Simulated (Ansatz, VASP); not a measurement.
**Te2Mo: VASP beside Ansatz**

Contents of INCAR:

```
ALGO     = Normal         # electronic algorithm
EDIFF    = 1E-6           # SCF threshold, eV
ENCUT    = 520            # plane-wave cutoff, eV
GGA      = PE             # functional
ISIF     = 2              # what is computed and relaxed
ISMEAR   = -1             # smearing method
LASPH    = True           # aspherical terms in the spheres
LCHARG   = False          # write CHGCAR
LREAL    = False          # projectors in reciprocal space
LWAVE    = False          # write WAVECAR
NBANDS   = 64             # bands
NELM     = 80             # most SCF steps
PREC     = Accurate       # precision mode
SIGMA    = 0.05           # smearing width, eV
```

Contents of KPOINTS:

```
k-points
0
Gamma
  4 8 2
```

POSCAR

```
Te2Mo
1.0
    6.2007800682      0.0000000000      0.0000000000
    0.0000000000      3.3981842111      0.0000000000
   -0.9274669445      0.0000000000     13.5453481849
Te Mo
8 4
Direct
    0.9437000000      0.7500000000      0.6045000000
    0.0563000000      0.2500000000      0.3955000000
    0.9030000000      0.2500000000      0.8514000000
    0.0970000000      0.7500000000      0.1486000000
    0.4112000000      0.7500000000      0.8955000000
    0.5888000000      0.2500000000      0.1045000000
    0.4432000000      0.2500000000      0.6484000000
    0.5568000000      0.7500000000      0.3516000000
    0.8167000000      0.7500000000      0.9926000000
    0.1833000000      0.2500000000      0.0074000000
    0.6819000000      0.2500000000      0.4934000000
    0.3181000000      0.7500000000      0.5066000000
```

The input input.yaml:

```yaml
crystal:
  lattice:
    - [6.2007800682, 0.0, 0.0]
    - [0.0, 3.3981842111, 0.0]
    - [-0.9274669445, 0.0, 13.5453481849]
  atoms:
    - { symbol: Te, position: [0.9437, 0.75, 0.6045] }
    - { symbol: Te, position: [0.0563, 0.25, 0.3955] }
    - { symbol: Te, position: [0.903, 0.25, 0.8514] }
    - { symbol: Te, position: [0.097, 0.75, 0.1486] }
    - { symbol: Te, position: [0.4112, 0.75, 0.8955] }
    - { symbol: Te, position: [0.5888, 0.25, 0.1045] }
    - { symbol: Te, position: [0.4432, 0.25, 0.6484] }
    - { symbol: Te, position: [0.5568, 0.75, 0.3516] }
    - { symbol: Mo, position: [0.8167, 0.75, 0.9926] }
    - { symbol: Mo, position: [0.1833, 0.25, 0.0074] }
    - { symbol: Mo, position: [0.6819, 0.25, 0.4934] }
    - { symbol: Mo, position: [0.3181, 0.75, 0.5066] }
hamiltonian:
  xc: pbe
  pseudopotentials: { kind: paw, partial_waves: polarizable }
kpoints:
  mp_grid: { grid: [4, 8, 2] }
scf:
  occupations: { method: fermi_dirac, width: 0.05 }
output:
  forces: true
  stress: true
  eigenvalues: true
  write_density: true
  write_potential: true
  elf: true
  volumetric_format: npy
```

Alike in both runs: task single point; functional PBE; k mesh 4 × 8 × 2; occupations fermi-dirac, width 0.05 eV; no spin polarisation.

|  | VASP | Ansatz |
| --- | --- | --- |
| version | VASP 6.6.1 | Ansatz 0.2.0 |
| potentials or method | VASP PAW PBE potentials, release 64 (Te, Mo_sv) | Ansatz PAW polarizable |
| plane-wave cutoff (eV) | 520 | 420 |
| valence electrons in the cell | 104 | 184 |

|  | VASP | Ansatz | Ansatz less VASP |
| --- | --- | --- | --- |
| gap on the k mesh at the Fermi level (eV) | none | none | - |
| pressure (GPa) | 9.9 | 9.9 | 0.00 |
| traceless stress, the component that is largest in VASP (GPa) | 0.56 | 0.53 | -0.025 |
| rms of the force components (eV/Å) | 0.449 | 0.444 | -0.0051 |

Atom by atom the forces differ by 0.007 eV/Å (rms over components). A gap of «none» marks a metal or a gap that the smearing closes. With one functional, cell and mesh, what is left measures potentials, basis and numerics. VASP's potentials hold 104 valence electrons a cell and Ansatz's 184, so a difference there can come from the potentials and not from the codes.

Neither program's run includes spin-orbit coupling.
